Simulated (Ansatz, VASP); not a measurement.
One calculation of ZnS, two programs

The input INCAR:

```
SYSTEM = ZnS
PREC     = Accurate       ! precision mode
ENCUT    = 520            ! plane-wave cutoff, eV
EDIFF    = 1E-6           ! SCF threshold, eV
ISMEAR   = -1             ! smearing method
SIGMA    = 0.01           ! smearing width, eV
LREAL    = .False.        ! projectors in reciprocal space
LASPH    = .True.         ! aspherical terms in the spheres
NELM     = 60             ! most SCF steps
ALGO     = Normal         ! electronic algorithm
ISIF     = 2              ! what is computed and relaxed
LWAVE    = .False.        ! write WAVECAR
LCHARG   = .False.        ! write CHGCAR
GGA      = PS             ! functional
NBANDS   = 16             ! bands
```

KPOINTS

```
Automatic mesh
0
Gamma
  9 9 9
  0 0 0
```

File POSCAR:

```
ZnS
1.0
    0.0000000000      2.7136356142      2.7136356142
    2.7136356142      0.0000000000      2.7136356142
    2.7136356142      2.7136356142      0.0000000000
Zn S
1 1
Direct
    0.0000000000      0.0000000000      0.0000000000
    0.7500000000      0.7500000000      0.7500000000
```

Input for Ansatz:

```yaml
crystal:
  lattice:
    - [0.0, 2.7136356142, 2.7136356142]
    - [2.7136356142, 0.0, 2.7136356142]
    - [2.7136356142, 2.7136356142, 0.0]
  atoms:
    - { symbol: Zn, position: [0.0, 0.0, 0.0] }
    - { symbol: S, position: [0.75, 0.75, 0.75] }
kpoints:
  mp_grid: { grid: [9, 9, 9] }
  band_path:
    path:
      - [0.0, 0.0, 0.0]
      - [-0.5, -0.5, 0.0]
      - [-0.375, -0.375, 0.25]
      - [-0.375, 0.0, 0.375]
      - [0.0, 0.0, 0.0]
      - [0.0, 0.0, 0.5]
      - [-0.5, -0.25, 0.25]
      - [-0.5, -0.5, 0.0]
    npoints: 5
scf:
  occupations: { method: fermi_dirac, width: 0.01 }
hamiltonian:
  xc: pbesol
  pseudopotentials: { kind: all_electron, lapw: { basis_error: 0.00025 } }
output:
  forces: true
  stress: true
  eigenvalues: true
```

Change from the starting cell: volume scaled by 1.01.

Alike in both runs: task single point; functional PBEsol; k mesh 9 × 9 × 9; occupations fermi-dirac, width 0.01 eV; no spin polarisation.

|  | VASP | Ansatz |
| --- | --- | --- |
| version | VASP 6.6.1 | Ansatz 0.2.0 |
| potentials or method | VASP PAW PBE potentials, release 64 (Zn, S), cutoff 520 eV | all-electron LAPW, scalar-relativistic |

Ansatz gave:

* gap on the k mesh at the Fermi level (eV): 1.92
* pressure (GPa): -2.8

Which values does VASP return?

gap on the k mesh at the Fermi level (eV): 1.92; pressure (GPa): -2.7.

VASP's potentials were made for PBE, not for PBEsol. Ansatz ran all-electron here, and VASP with PAW potentials.
